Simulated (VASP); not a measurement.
# NiS4 (I4_1/amd) in VASP: further runs

The runs below take NiS4 through single point, with RPBE, r2SCAN.

Program: VASP 6.6.1. These are calculated values, not measurements. Logs are shortened: lines on timing, memory, paths and dates and some standing lists are left out, and cuts for length are marked.

### Step 1. The cell of the first run

It takes space group I4_1/amd (No. 141, tetragonal). Conventional cell: a = 7.497 Å, b = 7.497 Å, c = 6.695 Å, α = 90.00°, β = 90.00°, γ = 90.00°. S (site symmetry m) has 2 Ni at 2.36 to 2.64 Å and 8 S at 2.87 to 3.19 Å within 3.2 Å. Within 3.1 Å of Ni (site symmetry -4m2) lie 8 S at 2.36 to 2.64 Å.

### Step 2. Single point, RPBE

INCAR

```
PREC     = Accurate       # precision mode
ENCUT    = 520            # plane-wave cutoff, eV
EDIFF    = 1E-6           # SCF threshold, eV
ISMEAR   = -1             # smearing method
SIGMA    = 0.1            # smearing width, eV
LREAL    = False          # projectors in reciprocal space
LASPH    = True           # aspherical terms in the spheres
NELM     = 60             # most SCF steps
ALGO     = Normal         # electronic algorithm
ISIF     = 2              # what is computed and relaxed
LWAVE    = False          # write WAVECAR
LCHARG   = False          # write CHGCAR
GGA      = RP             # functional
NBANDS   = 45             # bands
```

KPOINTS

```
regular mesh
0
Gamma
  4 4 4
```

POSCAR

```
NiS4
1.0
   -3.7482900000      3.7482900000      3.3473750000
    3.7482900000     -3.7482900000      3.3473750000
    3.7482900000      3.7482900000     -3.3473750000
S Ni
8 2
Direct
    0.3520000000      0.7950000000      0.5570000000
    0.7950000000      0.7380000000      0.4430000000
    0.7380000000      0.7950000000      0.9430000000
    0.7950000000      0.3520000000      0.0570000000
    0.6480000000      0.2050000000      0.4430000000
    0.2050000000      0.6480000000      0.9430000000
    0.2620000000      0.2050000000      0.0570000000
    0.2050000000      0.2620000000      0.5570000000
    0.1250000000      0.8750000000      0.2500000000
    0.8750000000      0.1250000000      0.7500000000
```

Potentials or basis: VASP PAW PBE potentials, release 64 (S, Ni).

The run is started by

```sh
cat potpaw_PBE.64/S/POTCAR potpaw_PBE.64/Ni/POTCAR > POTCAR
mpirun -np 1 vasp_std > vasp.out
```

OUTCAR:

```text
PREC = Accurate
   ENCUT = 520
   EDIFF = 1E-6
   ISMEAR = -1
   LREAL = False
   LASPH = True
   NELM = 60
   ISIF = 2
   GGA = RP

 ion  position               nearest neighbor table
   1  0.352  0.795  0.557-   9 2.36  10 2.64
   2  0.795  0.738  0.443-  10 2.36   9 2.64
   3  0.738  0.795  0.943-   9 2.36  10 2.64
   4  0.795  0.352  0.057-  10 2.36   9 2.64
   5  0.648  0.205  0.443-  10 2.36   9 2.64
   6  0.205  0.648  0.943-   9 2.36  10 2.64
   7  0.262  0.205  0.057-  10 2.36   9 2.64
   8  0.205  0.262  0.557-   9 2.36  10 2.64
   9  0.125  0.875  0.250-   1 2.36   6 2.36   3 2.36   8 2.36   7 2.64   2 2.64   5 2.64   4 2.64

  10  0.875  0.125  0.750-   4 2.36   5 2.36   2 2.36   7 2.36   3 2.64   8 2.64   6 2.64   1 2.64

  LATTYP: Found a body centered tetragonal cell.
 ALAT       =     7.4965800000
 C/A-ratio  =     0.8930405598

  Lattice vectors:

 A1 = (  -3.7482900000,   3.7482900000,   3.3473750000)
 A2 = (   3.7482900000,  -3.7482900000,   3.3473750000)
 A3 = (   3.7482900000,   3.7482900000,  -3.3473750000)

Analysis of symmetry for initial positions (statically):
=====================================================================
 Subroutine PRICEL returns:
 Original cell was already a primitive cell.

 Routine SETGRP: Setting up the symmetry group for a
 body centered tetragonal supercell.

 Subroutine GETGRP returns: Found 16 space group operations
 (whereof  4 operations were pure point group operations)
 out of a pool of 16 trial point group operations.

The static configuration has the point symmetry C_2h.
 The point group associated with its full space group is D_4h.

Analysis of symmetry for dynamics (positions and initial velocities):
=====================================================================
 Subroutine PRICEL returns:
 Original cell was already a primitive cell.

 Routine SETGRP: Setting up the symmetry group for a
 body centered tetragonal supercell.

 Subroutine GETGRP returns: Found 16 space group operations
 (whereof  4 operations were pure point group operations)
 out of a pool of 16 trial point group operations.

The dynamic configuration has the point symmetry C_2h.
 The point group associated with its full space group is D_4h.

 Subroutine INISYM returns: Found 16 space group operations
 (whereof  4 operations are pure point group operations),
 and found     1 'primitive' translations

[... 103 lines left out ...]
   NFREE  =      0    steps in history (QN), initial steepest desc. (CG)
   ISIF   =      2    stress and relaxation
   ISYM   =      2    0-nonsym 1-usesym 2-fastsym
   POTIM  = 0.5000    time-step for ionic-motion
   TEBEG  =    0.0;   TEEND  =   0.0 temperature during run
   PSTRESS=    0.0 pullay stress
   NELECT =      68.0000    total number of electrons
   NUPDOWN=      -1.0000    fix difference up-down
   EMIN   =  10.00;   EMAX   =-10.00  energy-range for DOS
   EFERMI =   0.00;   METHOD = LEGACY
   ISMEAR =    -1;   SIGMA  =   0.10  broadening in eV -4-tet -1-fermi 0-gaus
   EFERMI_NEDOS =   21; number of points for ismear=-14 and -15
   IALGO  =     38    algorithm
   IMIX   =      4    mixing-type and parameters
     AMIX     =   0.40;   BMIX     =  1.00
     AMIX_MAG =   1.60;   BMIX_MAG =  1.00
  volume/ion in A,a.u.               =      18.81       126.95
  Fermi-wavevector in a.u.,A,eV,Ry     =   1.166185  2.203771 18.503762  1.359988
  Thomas-Fermi vector in A             =   2.302702
   LORBIT       =      0    0 simple, 1 ext, 2 COOP (PROOUT), +10 PAW based schemes
   GGA     = RP    functional components
   LHFCALC =     F    Hartree Fock is set to
   AEXX    =    0.0000 exact exchange contribution
   IVDW    =     0    specifies the selected vdW correction
   LEPSILON=     F    determine dielectric tensor
   LRPA    =     F    only Hartree local field effects (RPA)
 non-spin polarized calculation
  energy-cutoff  :      520.00
  volume of cell :      188.12
 maximum number of plane-waves:      5112
 NGX is ok and might be reduce to    48
   NGX = 23   NGY = 23   NGZ = 23

 number of electron      67.9999975 magnetization

 Free energy of the ion-electron system (eV)
  ---------------------------------------------------
  ext. energy  EPLUGINS =         0.00000000
  ---------------------------------------------------
  free energy    TOTEN  =       -33.32543004 eV

  energy without entropy =      -32.97185093  energy(sigma->0) =      -33.14864048

 E-fermi :   4.7337     XC(G=0): -10.0195

 val. band max:        4.7233069053   @ k =   0.5000   0.5000   0.2500
 cond. band min:       4.7507941538   @ k =  -0.2500   0.2500   0.2500
 fundamental gap:      0.0274872486
 Fermi energy:         4.7337365816

 k-point     1 :       0.0000    0.0000    0.0000
  band No.  band energies     occupation
      1      -9.7682      2.00000
      2      -7.5481      2.00000
      3      -7.5481      2.00000
      4      -7.4175      2.00000
      5      -7.3362      2.00000
      6      -7.0349      2.00000
[... 613 lines left out ...]
     44      10.2177      0.00000
     45      11.8906      0.00000

------------------------ aborting loop because EDIFF is reached ----------------------------------------

  FORCE on cell =-STRESS in cart. coord.  units (eV):
  Direction    XX          YY          ZZ          XY          YZ          ZX
  --------------------------------------------------------------------------------------
  -------------------------------------------------------------------------------------
  Total       -4.4470390     -4.4470390    -14.2207830      0.0000000     -0.0000000      0.0000000
  in kB      -37.8748390    -37.8748390   -121.1165147      0.0000000     -0.0000000      0.0000000
  external PRESSURE =     -65.6220643 kB  Pullay stress =       0.0000000 kB

 VOLUME and BASIS-vectors are now :
 -----------------------------------------------------------------------------
  energy-cutoff  :      520.00
  volume of cell :      188.12
      direct lattice vectors                 reciprocal lattice vectors
    -3.748290000  3.748290000  3.347375000     0.000000000  0.133394161  0.149370776
     3.748290000 -3.748290000  3.347375000     0.133394161  0.000000000  0.149370776
     3.748290000  3.748290000 -3.347375000     0.133394161  0.133394161  0.000000000

 POSITION                                       TOTAL-FORCE (eV/Angst)
 -----------------------------------------------------------------------------------
      3.74829      0.42731      1.97495         0.000000      0.045388      0.614535
      1.44684      1.87414      3.64864        -0.045388     -0.000000      0.614535
      3.74829      3.32098      1.97495        -0.000000     -0.045388      0.614535
     -1.44684      1.87415      3.64864         0.045388      0.000000      0.614535
     -0.00000      3.32098      1.37242        -0.000000     -0.045388     -0.614535
      5.19513      1.87414     -0.30126        -0.045388     -0.000000     -0.614535
     -0.00000      0.42731      1.37242         0.000000      0.045388     -0.614535
      2.30145      1.87414     -0.30126         0.045388      0.000000     -0.614535
      3.74829     -1.87414      2.51053        -0.000000     -0.000000     -0.000000
      0.00000      5.62243      0.83684        -0.000000     -0.000000     -0.000000
 -----------------------------------------------------------------------------------
    total drift:                               -0.000000     -0.000000      0.000000

  FREE ENERGIE OF THE ION-ELECTRON SYSTEM (eV)
  ---------------------------------------------------
  free  energy   TOTEN  =       -33.3254300351 eV

  energy  without entropy=      -32.9718509277  energy(sigma->0) =      -33.14864048
```

Run time: 6.7 min. Hardware: 1 thread of Oxide Virtual Turin-like, shared host; peak memory 0.31 GiB.

What came out:

* Free energy: -33.3254 eV
* Pressure: -6.6 GPa
* Largest force: 0.616 eV/Å
* Band gap on the k mesh: zero (bands 34 and 35 overlap by 0.47 eV)

Forces in eV/Å, atoms in the order of the input:
```
S    0.000  0.045  0.615
S   -0.045  0.000  0.615
S    0.000 -0.045  0.615
S    0.045  0.000  0.615
S    0.000 -0.045 -0.615
S   -0.045  0.000 -0.615
S    0.000  0.045 -0.615
S    0.045  0.000 -0.615
Ni   0.000  0.000  0.000
Ni   0.000  0.000  0.000
```

Caveat: the stress differs along the axes, from -12 to -4 GPa; the PAW data sets were made with another functional, which shifts forces and pressure a little; the run has no spin polarisation, though such a crystal can be magnetic. With open d or f shells a metallic result of RPBE can be an artefact of self-interaction; +U or a hybrid may open a gap.

### Step 3. Single point, r2SCAN

POSCAR is that of step 2.

INCAR.step1

```
SYSTEM = NiS4
PREC     = Accurate       ! precision mode
ENCUT    = 520            ! plane-wave cutoff, eV
ISMEAR   = -1             ! smearing method
SIGMA    = 0.1            ! smearing width, eV
LREAL    = .False.        ! projectors in reciprocal space
LASPH    = .True.         ! aspherical terms in the spheres
NELM     = 60             ! most SCF steps
NBANDS   = 45             ! bands
GGA      = PE             ! functional
ALGO     = Normal         ! electronic algorithm
EDIFF    = 1E-4           ! SCF threshold, eV
LWAVE    = .True.         ! write WAVECAR
LCHARG   = .False.        ! write CHGCAR
```

INCAR.step2

```
SYSTEM = NiS4
PREC     = Accurate       ! precision mode
ENCUT    = 520            ! plane-wave cutoff, eV
EDIFF    = 1E-6           ! SCF threshold, eV
ISMEAR   = -1             ! smearing method
SIGMA    = 0.1            ! smearing width, eV
LREAL    = .False.        ! projectors in reciprocal space
LASPH    = .True.         ! aspherical terms in the spheres
NELM     = 60             ! most SCF steps
ALGO     = Normal         ! electronic algorithm
ISIF     = 2              ! what is computed and relaxed
LWAVE    = .False.        ! write WAVECAR
LCHARG   = .True.         ! write CHGCAR
METAGGA  = R2SCAN         ! meta-GGA
LMIXTAU  = .True.       
LELF     = .True.         ! ELF
LVHAR    = .True.       
NBANDS   = 45             ! bands
ISTART   = 1
```

KPOINTS

```
regular mesh
0
Gamma
  4 4 4
  0 0 0
```

Potentials or basis: VASP PAW PBE potentials, release 64 (S, Ni).

The run is started by

```sh
cat potpaw_PBE.64/S/POTCAR potpaw_PBE.64/Ni/POTCAR > POTCAR
cp INCAR.step1 INCAR
mpirun -np 1 vasp_std > vasp.out
cp INCAR.step2 INCAR
mpirun -np 1 vasp_std > vasp.out
```

Wall time 16 min (1 thread of Oxide Virtual Turin-like, shared host); peak memory 0.36 GiB.

Results (log left out):

- Free energy: -80.6436 eV
- Pressure: -10.3 GPa
- Largest force: 0.787 eV/Å
- Band gap on the k mesh: zero (bands 34 and 35 overlap by 0.60 eV)

Forces on the atoms (eV/Å):
```
S    0.000 -0.124  0.777
S    0.124  0.000  0.777
S    0.000  0.124  0.777
S   -0.124  0.000  0.777
S    0.000  0.124 -0.777
S    0.124  0.000 -0.777
S    0.000 -0.124 -0.777
S   -0.124  0.000 -0.777
Ni   0.000  0.000  0.000
Ni   0.000  0.000  0.000
```

Stress tensor (GPa, compression positive):
```
 -7.38   0.00   0.00
  0.00  -7.38   0.00
  0.00   0.00 -16.02
```

Levels at points of the mesh, in eV from the Fermi level:
```tsv
k point	band 30	band 31	band 32	band 33	band 34	band 35	band 36	band 37	band 38	band 39
(0.00, 0.00, 0.00)	-0.43	0.04	0.12	0.12	0.20	0.20	0.31	0.78	0.81	0.81
(0.50, 0.00, 0.00)	-0.83	-0.78	-0.60	-0.09	0.03	0.27	0.28	0.30	0.90	1.02
(0.50, 0.50, 0.00)	-0.98	-0.87	-0.87	-0.23	-0.23	0.08	0.08	0.79	0.79	0.99
(0.50, 0.50, 0.50)	-1.53	-0.69	-0.69	-0.42	-0.42	-0.40	-0.40	0.35	0.35	0.71
```

Caveat: the stress differs along the axes, from -16 to -7 GPa; the PAW data sets were made with another functional, which shifts forces and pressure a little; the run has no spin polarisation, though such a crystal can be magnetic.

(Part 1 of 2 ends here.)

The gap in the log of VASP goes by the Fermi energy; the results here count the filled bands.